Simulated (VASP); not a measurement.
# ZnS (P6_3mc) in VASP: notebook

Runs on ZnS. Level: PBEsol. Tasks: electric field gradients.

All numbers are computed with VASP 6.6.1; they aren't measurements. Logs are shortened: lines on timing, memory, paths and dates and some standing lists are left out, and cuts for length are marked.

### Step 1. The cell of the first run

Symmetry: P6_3mc, No. 186, hexagonal system. The conventional cell has a = 3.886 Å, b = 3.886 Å, c = 6.356 Å, α = 90.00°, β = 90.00°, γ = 120.00°. Zn (site symmetry 3m) has 4 S at 2.36 to 2.45 Å within 3.1 Å. S (site symmetry 3m) has 4 Zn at 2.36 to 2.45 Å within 3.1 Å.

### Step 2. Electric field gradients, PBEsol (volume scaled by 1.06)

Contents of INCAR:

```
  ALGO = Normal
  EDIFF = 1E-8
  ENCUT = 520
  GGA = PS
  ISIF = 2
  ISMEAR = -1
  LASPH = T
  LCHARG = F
  LEFG = T
  LREAL = F
  LWAVE = F
  NBANDS = 26
  NELM = 100
  PREC = Accurate
  SIGMA = 0.03
```

Contents of KPOINTS:

```
k-points
0
Gamma
  8 8 5
```

Contents of POSCAR:

```
ZnS
1.0
    3.8857432240      0.0000000000      0.0000000000
   -1.9428716120      3.3651523445      0.0000000000
    0.0000000000      0.0000000000      6.3562663350
Zn S
2 2
Direct
    0.3333333333      0.6666666667      0.0000000000
    0.6666666667      0.3333333333      0.5000000000
    0.3333333333      0.6666666667      0.3850000000
    0.6666666667      0.3333333333      0.8850000000
```

Potentials or basis: VASP PAW PBE potentials, release 64 (Zn, S).

The run is started by

```console
$ cat potpaw_PBE.64/Zn/POTCAR potpaw_PBE.64/S/POTCAR > POTCAR
$ mpirun -np 1 vasp_std > vasp.out
```

OUTCAR:

```text
EDIFF = 1E-8
   ENCUT = 520
   GGA = PS
   ISIF = 2
   ISMEAR = -1
   LASPH = T
   LREAL = F
   NELM = 100
   PREC = Accurate

 ion  position               nearest neighbor table
   1  0.333  0.667  0.000-   4 2.36   4 2.36   4 2.36   3 2.45
   2  0.667  0.333  0.500-   3 2.36   3 2.36   3 2.36   4 2.45
   3  0.333  0.667  0.385-   2 2.36   2 2.36   2 2.36   1 2.45
   4  0.667  0.333  0.885-   1 2.36   1 2.36   1 2.36   2 2.45

  LATTYP: Found a hexagonal cell.
 ALAT       =     3.8857432240
 C/A-ratio  =     1.6357916539

  Lattice vectors:

 A1 = (   3.8857432240,   0.0000000000,   0.0000000000)
 A2 = (  -1.9428716120,   3.3651523445,   0.0000000000)
 A3 = (   0.0000000000,   0.0000000000,   6.3562663350)

Analysis of symmetry for initial positions (statically):
=====================================================================
 Subroutine PRICEL returns:
 Original cell was already a primitive cell.

 Routine SETGRP: Setting up the symmetry group for a
 hexagonal supercell.

 Subroutine GETGRP returns: Found 12 space group operations
 (whereof  6 operations were pure point group operations)
 out of a pool of 24 trial point group operations.

The static configuration has the point symmetry C_3v.
 The point group associated with its full space group is C_6v.

Analysis of symmetry for dynamics (positions and initial velocities):
=====================================================================
 Subroutine PRICEL returns:
 Original cell was already a primitive cell.

 Routine SETGRP: Setting up the symmetry group for a
 hexagonal supercell.

 Subroutine GETGRP returns: Found 12 space group operations
 (whereof  6 operations were pure point group operations)
 out of a pool of 24 trial point group operations.

The dynamic configuration has the point symmetry C_3v.
 The point group associated with its full space group is C_6v.

 Subroutine INISYM returns: Found 12 space group operations
 (whereof  6 operations are pure point group operations),
 and found     1 'primitive' translations

----------------------------------------------------------------------------------------

                                     Primitive cell

  volume of cell :      83.1153

  direct lattice vectors                    reciprocal lattice vectors
     3.885743224  0.000000000  0.000000000     0.257351025  0.148581683  0.000000000
    -1.942871612  3.365152344  0.000000000     0.000000000  0.297163367  0.000000000
     0.000000000  0.000000000  6.356266335     0.000000000  0.000000000  0.157325063

  length of vectors
     3.885743224  3.885743224  6.356266335     0.297163367  0.297163367  0.157325063

  position of ions in fractional coordinates (direct lattice)
     0.333333333  0.666666667  0.000000000
     0.666666667  0.333333333  0.500000000
     0.333333333  0.666666667  0.385000000
     0.666666667  0.333333333  0.885000000

  ion indices of the primitive-cell ions
   primitive index   ion index
                 1           1
                 2           2
                 3           3
                 4           4

----------------------------------------------------------------------------------------

 KPOINTS: k-points

Automatic generation of k-mesh.
 Grid dimensions read from file:
 generate k-points for:    8    8    5

 Generating k-lattice:

  Cartesian coordinates                     Fractional coordinates (reciprocal lattice)
     0.032168878  0.018572710  0.000000000     0.125000000  0.000000000  0.000000000
     0.000000000  0.037145421  0.000000000     0.000000000  0.125000000  0.000000000
     0.000000000  0.000000000  0.031465013     0.000000000  0.000000000  0.200000000

  Length of vectors
     0.037145421  0.037145421  0.031465013

  Shift w.r.t. Gamma in fractional coordinates (k-lattice)
     0.000000000  0.000000000  0.000000000

 Subroutine IBZKPT returns following result:
 ===========================================

 Found     30 irreducible k-points:

 Following reciprocal coordinates:
            Coordinates               Weight
  0.000000  0.000000  0.000000      1.000000
  0.125000 -0.000000  0.000000      6.000000
  0.250000 -0.000000  0.000000      6.000000
  0.375000  0.000000  0.000000      6.000000
  0.500000 -0.000000  0.000000      3.000000
  0.125000  0.125000  0.000000      6.000000
[... 16 lines left out ...]
  0.250000 -0.000000  0.400000     12.000000
  0.375000  0.000000  0.400000     12.000000
 [... further k-points ...]
   k-points           NKPTS =     30   k-points in BZ     NKDIM =     30   number of bands    NBANDS=     26
   number of dos      NEDOS =    301   number of ions     NIONS =      4
   total plane-waves  NPLWV =  43200
   dimension x,y,z NGX =    30 NGY =   30 NGZ =   48
   dimension x,y,z NGXF=    60 NGYF=   60 NGZF=   96
   ions per type =               2   2
   NGX,Y,Z   is equivalent  to a cutoff of  12.84, 12.84, 12.55 a.u.
   NGXF,Y,Z  is equivalent  to a cutoff of  25.67, 25.67, 25.11 a.u.
 SYSTEM =  unknown system
   PREC   = accura    normal or accurate (medium, high low for compatibility)
   ISTART =      0    job   : 0-new  1-cont  2-samecut
   ICHARG =      2    charge: 1-file 2-atom 10-const
   ISPIN  =      1    spin polarized calculation?
   LNONCOLLINEAR =      F non collinear calculations
   LSORBIT =      F    spin-orbit coupling
   LASPH  =      T    aspherical Exc in radial PAW
   ENCUT  =  520.0 eV  38.22 Ry    6.18 a.u.   7.22  7.22 11.82*2*pi/ulx,y,z
   NELM   =    100;   NELMIN=  2; NELMDL= -5     # of ELM steps
   EDIFF  = 0.1E-07   stopping-criterion for ELM
   LREAL  =      F    real-space projection
   EDIFFG = 0.1E-06   stopping-criterion for IOM
   NSW    =      0    number of steps for IOM
   IBRION =     -1    ionic relax: 0-MD 1-quasi-New 2-CG
   NFREE  =      0    steps in history (QN), initial steepest desc. (CG)
   ISIF   =      2    stress and relaxation
   ISYM   =      2    0-nonsym 1-usesym 2-fastsym
   POTIM  = 0.5000    time-step for ionic-motion
   TEBEG  =    0.0;   TEEND  =   0.0 temperature during run
   PSTRESS=    0.0 pullay stress
   NELECT =      36.0000    total number of electrons
   NUPDOWN=      -1.0000    fix difference up-down
   EMIN   =  10.00;   EMAX   =-10.00  energy-range for DOS
   EFERMI =   0.00;   METHOD = LEGACY
   ISMEAR =    -1;   SIGMA  =   0.03  broadening in eV -4-tet -1-fermi 0-gaus
   EFERMI_NEDOS =   21; number of points for ismear=-14 and -15
   IALGO  =     38    algorithm
   IMIX   =      4    mixing-type and parameters
     AMIX     =   0.40;   BMIX     =  1.00
     AMIX_MAG =   1.60;   BMIX_MAG =  1.00
  volume/ion in A,a.u.               =      20.78       140.22
  Fermi-wavevector in a.u.,A,eV,Ry     =   1.238650  2.340710 20.874799  1.534254
  Thomas-Fermi vector in A             =   2.373167
   LORBIT       =      0    0 simple, 1 ext, 2 COOP (PROOUT), +10 PAW based schemes
   GGA     = PS    functional components
   LHFCALC =     F    Hartree Fock is set to
   AEXX    =    0.0000 exact exchange contribution
   IVDW    =     0    specifies the selected vdW correction
   LEPSILON=     F    determine dielectric tensor
   LRPA    =     F    only Hartree local field effects (RPA)
 non-spin polarized calculation
  energy-cutoff  :      520.00
  volume of cell :       83.12
 maximum number of plane-waves:      2255
 NGX is ok and might be reduce to    30
   NGX = 15   NGY = 15   NGZ = 23

 number of electron      36.0000025 magnetization

 Free energy of the ion-electron system (eV)
  ---------------------------------------------------
  ext. energy  EPLUGINS =         0.00000000
  ---------------------------------------------------
  free energy    TOTEN  =       -15.05244121 eV

  energy without entropy =      -15.05244121  energy(sigma->0) =      -15.05244121

 E-fermi :   2.1686     XC(G=0):  -9.5980

 val. band max:        1.5533508564   @ k =   0.0000   0.0000   0.0000
 cond. band min:       3.4004976345   @ k =   0.0000   0.0000   0.0000
 fundamental gap:      1.8471467782
 Fermi energy:         2.1686040554

 k-point     1 :       0.0000    0.0000    0.0000
  band No.  band energies     occupation
      1     -11.2715      2.00000
      2     -10.4347      2.00000
      3      -4.6393      2.00000
      4      -4.6393      2.00000
      5      -4.5819      2.00000
      6      -4.5819      2.00000
[... 18 lines left out ...]
     25       9.0538      0.00000
     26      10.3934      0.00000

 k-point     2 :       0.1250   -0.0000    0.0000
  band No.  band energies     occupation
      1     -11.1740      2.00000
      2     -10.3793      2.00000
      3      -4.6444      2.00000
      4      -4.6170      2.00000
      5      -4.5740      2.00000
      6      -4.5532      2.00000
[... 18 lines left out ...]
     25       9.5071      0.00000
     26       9.8851      0.00000

 k-point     3 :       0.2500   -0.0000    0.0000
  band No.  band energies     occupation
      1     -10.9135      2.00000
      2     -10.2500      2.00000
      3      -4.6377      2.00000
      4      -4.5678      2.00000
      5      -4.5489      2.00000
      6      -4.4809      2.00000
[... 18 lines left out ...]
     25       9.7449      0.00000
     26      10.2446      0.00000

 k-point     4 :       0.3750    0.0000    0.0000
  band No.  band energies     occupation
      1     -10.5943      2.00000
      2     -10.1455      2.00000
      3      -4.6060      2.00000
      4      -4.5285      2.00000
      5      -4.4807      2.00000
      6      -4.4053      2.00000
[... 18 lines left out ...]
     25      10.0654      0.00000
     26      11.4034      0.00000
[... 496 lines left out ...]
      1     -10.9242      2.00000
      2     -10.6803      2.00000
      3      -4.6337      2.00000
      4      -4.6079      2.00000
      5      -4.5999      2.00000
      6      -4.5803      2.00000
[... 18 lines left out ...]
     25       8.8313      0.00000
     26       9.0412      0.00000

 k-point    23 :       0.2500   -0.0000    0.4000
  band No.  band energies     occupation
      1     -10.6982      2.00000
      2     -10.4936      2.00000
      3      -4.6306      2.00000
      4      -4.5962      2.00000
      5      -4.5411      2.00000
      6      -4.5143      2.00000
[... 18 lines left out ...]
     25       9.2417      0.00000
     26       9.8370      0.00000

 k-point    24 :       0.3750    0.0000    0.4000
  band No.  band energies     occupation
      1     -10.4392      2.00000
      2     -10.3000      2.00000
      3      -4.6083      2.00000
      4      -4.5692      2.00000
      5      -4.4871      2.00000
      6      -4.4486      2.00000
[... 18 lines left out ...]
     25      10.1981      0.00000
     26      10.7381      0.00000

 [... further k-points ...]

------------------------ aborting loop because EDIFF is reached ----------------------------------------

  FORCE on cell =-STRESS in cart. coord.  units (eV):
  Direction    XX          YY          ZZ          XY          YZ          ZX
  --------------------------------------------------------------------------------------
  -------------------------------------------------------------------------------------
  Total       -2.3270581     -2.3270581     -2.8828917      0.0000000      0.0000000      0.0000000
  in kB      -44.8576890    -44.8576890    -55.5722519      0.0000000      0.0000000      0.0000000
  external PRESSURE =     -48.4292100 kB  Pullay stress =       0.0000000 kB

 VOLUME and BASIS-vectors are now :
 -----------------------------------------------------------------------------
  energy-cutoff  :      520.00
  volume of cell :       83.12
      direct lattice vectors                 reciprocal lattice vectors
     3.885743224  0.000000000  0.000000000     0.257351025  0.148581683  0.000000000
    -1.942871612  3.365152344  0.000000000     0.000000000  0.297163367  0.000000000
     0.000000000  0.000000000  6.356266335     0.000000000  0.000000000  0.157325063

 POSITION                                       TOTAL-FORCE (eV/Angst)
 -----------------------------------------------------------------------------------
     -0.00000      2.24343      0.00000         0.000000     -0.000000      0.243860
      1.94287      1.12172      3.17813        -0.000000      0.000000      0.243860
     -0.00000      2.24343      2.44716        -0.000000      0.000000     -0.243860
      1.94287      1.12172      5.62530         0.000000      0.000000     -0.243860
 -----------------------------------------------------------------------------------
    total drift:                               -0.000000     -0.000000      0.000308

  FREE ENERGIE OF THE ION-ELECTRON SYSTEM (eV)
  ---------------------------------------------------
  free  energy   TOTEN  =       -15.0524412094 eV

  energy  without entropy=      -15.0524412094  energy(sigma->0) =      -15.05244121

 Electric field gradients (V/A^2)
---------------------------------------------------------------------
 ion       V_xx      V_yy      V_zz      V_xy      V_xz      V_yz
---------------------------------------------------------------------
   1      -8.944    -8.951    17.895    -0.006    -0.000     0.000
   2      -8.944    -8.951    17.895    -0.006     0.000    -0.000
   3       3.300     3.300    -6.600    -0.000    -0.000     0.000
   4       3.300     3.300    -6.600    -0.000     0.000    -0.000
---------------------------------------------------------------------

 Electric field gradients after diagonalization (V/A^2)
 (convention: |V_zz| > |V_xx| > |V_yy|)
----------------------------------------------------------------------
 ion       V_xx      V_yy      V_zz     asymmetry (V_yy - V_xx)/ V_zz
----------------------------------------------------------------------
   1      -8.954    -8.941    17.895       0.001
   2      -8.954    -8.941    17.895       0.001
   3       3.300     3.300    -6.600       0.000
   4       3.300     3.300    -6.600       0.000
----------------------------------------------------------------------

           NMR quadrupolar parameters

 Cq : quadrupolar parameter    Cq=e*Q*V_zz/h
 eta: asymmetry parameters     (V_yy - V_xx)/ V_zz
 Q  : nuclear electric quadrupole moment in mb (millibarn)
----------------------------------------------------------------------
 ion       Cq(MHz)       eta       Q (mb)
----------------------------------------------------------------------
   1       0.043       0.001       1.000
   2       0.043       0.001       1.000
   3      -0.016       0.000       1.000
   4      -0.016       0.000       1.000
----------------------------------------------------------------------
```

It took 30 s on 1 thread of Intel Xeon 6975P-C (Granite Rapids), shared host; peak memory 0.22 GiB.

Results:

```
Free energy            : -15.0524 eV
Pressure               : -4.8 GPa
Largest force          : 0.244 eV/Å
Band gap on the k mesh : 1.85 eV, direct
```

Forces in eV/Å, atoms in the order of the input:
```
Zn   0.000  0.000  0.244
Zn   0.000  0.000  0.244
S    0.000  0.000 -0.244
S    0.000  0.000 -0.244
```

Electric field gradients, principal values (V/Å²):
```
atom   least  middle  greatest (by size)
1 Zn  -8.941  -8.954              17.895
2 Zn  -8.941  -8.954              17.895
 3 S   3.300   3.300              -6.600
 4 S   3.300   3.300              -6.600
```

Caveat: without QUAD_EFG the Cq values of the log hold for a quadrupole moment of 1 mb, not for the nuclei; the PAW data sets were made with another functional, which shifts forces and pressure a little.

(Part 1 of 2 ends here.)
